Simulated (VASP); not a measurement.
# TaN (P-6m2) in VASP: a series of runs, part 3 of 3

VASP 6.6.1.

**6. Single point, PBE**

This run uses another cell than the first one, of 10.78 Å³/atom, 1.042 times its volume.

File INCAR:

```
SYSTEM = TaN
ALGO = Normal
EDIFF = 1E-6
ENCUT = 520
GGA = PE
ISIF = 2
ISMEAR = -1
LASPH = .TRUE.
LCHARG = .TRUE.
LELF = .TRUE.
LREAL = .FALSE.
LVHAR = .TRUE.
LWAVE = .FALSE.
NBANDS = 15
NELM = 80
PREC = Accurate
SIGMA = 0.02
```

File KPOINTS:

```
k-points
0
G
  12 12 10
  0 0 0
```

File POSCAR:

```
TaN
1.0
    2.9379988584      0.0000000000      0.0000000000
   -1.4689994292      2.5443816477      0.0000000000
    0.0000000000      0.0000000000      2.8830000000
Ta N
1 1
Direct
    0.3333333333      0.6666666667      0.5000000000
    0.0000000000      0.0000000000      0.0000000000
```

Potentials or basis: VASP PAW PBE potentials, release 64 (Ta_pv, N).

Command:

```console
cat potpaw_PBE.64/Ta_pv/POTCAR potpaw_PBE.64/N/POTCAR > POTCAR
mpirun -np 1 vasp_std > vasp.out
```

OUTCAR:

```text
SYSTEM = TaN
   EDIFF = 1E-6
   ENCUT = 520
   GGA = PE
   ISIF = 2
   ISMEAR = -1
   LASPH = .TRUE.
   LREAL = .FALSE.
   NELM = 80
   PREC = Accurate

 ion  position               nearest neighbor table
   1  0.333  0.667  0.500-   2 2.23   2 2.23   2 2.23   2 2.23   2 2.23   2 2.23
   2  0.000  0.000  0.000-   1 2.23   1 2.23   1 2.23   1 2.23   1 2.23   1 2.23

  LATTYP: Found a hexagonal cell.
 ALAT       =     2.9379988584
 C/A-ratio  =     0.9812801635

  Lattice vectors:

 A1 = (   2.9379988584,   0.0000000000,   0.0000000000)
 A2 = (  -1.4689994292,   2.5443816477,   0.0000000000)
 A3 = (   0.0000000000,   0.0000000000,   2.8830000000)

Analysis of symmetry for initial positions (statically):
=====================================================================
 Subroutine PRICEL returns:
 Original cell was already a primitive cell.

 Routine SETGRP: Setting up the symmetry group for a
 hexagonal supercell.

 Subroutine GETGRP returns: Found 12 space group operations
 (whereof 12 operations were pure point group operations)
 out of a pool of 24 trial point group operations.

The static configuration has the point symmetry D_3h.
[... 175 lines left out ...]
      6       3.6897      2.00000
      7       4.0464      2.00000
      8       5.3262      2.00000
      9      10.4650      0.00000
     10      11.8392      0.00000
     11      11.8392      0.00000
     12      12.2591      0.00000
     13      12.2591      0.00000
     14      21.3559      0.00000
[... 401 lines left out ...]
      2     -26.5705      2.00000
      3     -26.4957      2.00000
      4      -7.7934      2.00000
      5       0.7043      2.00000
      6       3.2275      2.00000
      7       4.5899      2.00000
      8       5.5489      2.00000
      9      10.9072      0.00000
     10      11.2421      0.00000
     11      12.8110      0.00000
     12      13.2699      0.00000
     13      15.3391      0.00000
     14      21.3993      0.00000
     15      21.6513      0.00000

 [... further k-points ...]

------------------------ aborting loop because EDIFF is reached ----------------------------------------

  FORCE on cell =-STRESS in cart. coord.  units (eV):
  Direction    XX          YY          ZZ          XY          YZ          ZX
  --------------------------------------------------------------------------------------
  -------------------------------------------------------------------------------------
  Total        0.6689700      0.6689700      0.8372797      0.0000000     -0.0000000      0.0000000
  in kB       49.7323194     49.7323194     62.2447368      0.0000000     -0.0000000      0.0000000
  external PRESSURE =      53.9031252 kB  Pullay stress =       0.0000000 kB

 VOLUME and BASIS-vectors are now :
 -----------------------------------------------------------------------------
  energy-cutoff  :      520.00
  volume of cell :       21.55
      direct lattice vectors                 reciprocal lattice vectors
     2.937998858  0.000000000  0.000000000     0.340367729  0.196511400  0.000000000
    -1.468999429  2.544381648  0.000000000     0.000000000  0.393022800  0.000000000
     0.000000000  0.000000000  2.883000000     0.000000000  0.000000000  0.346860909

 POSITION                                       TOTAL-FORCE (eV/Angst)
 -----------------------------------------------------------------------------------
     -0.00000      1.69625      1.44150        -0.000000      0.000000      0.000000
      0.00000      0.00000      0.00000         0.000000      0.000000      0.000000
 -----------------------------------------------------------------------------------
    total drift:                                0.000000     -0.000000     -0.000000

  FREE ENERGIE OF THE ION-ELECTRON SYSTEM (eV)
  ---------------------------------------------------
  free  energy   TOTEN  =       -22.4406327878 eV

  energy  without entropy=      -22.4405440366  energy(sigma->0) =      -22.44058841
```

OSZICAR:

```text
N       E                     dE             d eps       ncg     rms          rms(c)
DAV:   1     0.901559923730E+02    0.90156E+02   -0.88500E+03  3420   0.113E+03
DAV:   2    -0.221542654106E+02   -0.11231E+03   -0.10567E+03  4134   0.306E+02
DAV:   3    -0.249679572291E+02   -0.28137E+01   -0.28005E+01  3896   0.450E+01
DAV:   4    -0.249798818747E+02   -0.11925E-01   -0.11921E-01  4470   0.315E+00
DAV:   5    -0.249799563210E+02   -0.74446E-04   -0.74428E-04  3966   0.233E-01    0.235E+01
DAV:   6    -0.225206245848E+02    0.24593E+01   -0.40346E+00  4428   0.237E+01    0.989E+00
DAV:   7    -0.224687504390E+02    0.51874E-01   -0.61760E-01  3756   0.619E+00    0.697E+00
DAV:   8    -0.224497676894E+02    0.18983E-01   -0.16000E-01  4253   0.340E+00    0.171E+00
DAV:   9    -0.224406289879E+02    0.91387E-02   -0.18162E-02  3847   0.113E+00    0.177E-01
DAV:  10    -0.224407133261E+02   -0.84338E-04   -0.12948E-03  4239   0.402E-01    0.100E-01
DAV:  11    -0.224406331810E+02    0.80145E-04   -0.10019E-04  4015   0.105E-01    0.149E-02
DAV:  12    -0.224406328606E+02    0.32043E-06   -0.13696E-05  3945   0.329E-02    0.415E-03
DAV:  13    -0.224406327878E+02    0.72759E-07   -0.12369E-07  1878   0.344E-03
   1 F= -.22440633E+02 E0= -.22440588E+02  d E =-.887512E-04
```

stdout:

```text
POSCAR found type information on POSCAR TaN
 POSCAR found :  2 types and       2 ions
 scaLAPACK will be used
 LDA part: xc-table for (Slater+PW92), standard interpolation
 POSCAR, INCAR and KPOINTS ok, starting setup
 FFT: planning ... GRIDC
 FFT: planning ... GRID_SOFT
 FFT: planning ... GRID
 WAVECAR not read
 entering main loop
```

Run time: 19 s. Hardware: 1 thread of Intel Xeon Platinum 8259CL at 2.50GHz (Skylake/Cascade Lake), shared host; peak memory 0.17 GiB.

What came out:

| Item | Value |
| --- | --- |
| Free energy | -22.4406 eV |
| Pressure | 5.4 GPa |
| Band gap on the k mesh | zero (band 8 reaches 8.67 eV, above the bottom of band 9 at 8.17 eV) |

Caveat: spin-orbit coupling is left out, which moves the levels of the heavy elements.

**7. Summary**

```tsv
cell	gap on the mesh (eV)	pressure (GPa)
a = 2.898, b = 2.898, c = 2.844 Å, angles 90.0, 90.0, 120.0°, 2 atoms	none	21.5
a = 2.918, b = 2.918, c = 2.864 Å, angles 90.0, 90.0, 120.0°, 2 atoms	none	13.0
a = 2.908, b = 2.908, c = 2.854 Å, angles 90.0, 90.0, 120.0°, 2 atoms	none	17.2
a = 2.928, b = 2.928, c = 2.873 Å, angles 90.0, 90.0, 120.0°, 2 atoms	none	9.1
a = 2.938, b = 2.938, c = 2.883 Å, angles 90.0, 90.0, 120.0°, 2 atoms	none	5.4
```

Alike in all rows: task single point; level PBE; potentials or basis VASP PAW PBE potentials, release 64 (Ta_pv, N); no spin polarisation; k mesh 12 × 12 × 10; cutoff (eV) 520; smearing fermi-dirac 0.02 eV.

Caveats: spin-orbit coupling is left out, which moves the levels of the heavy elements.

Total energies depend on the potentials used, so only differences within one code and one set of settings carry meaning.
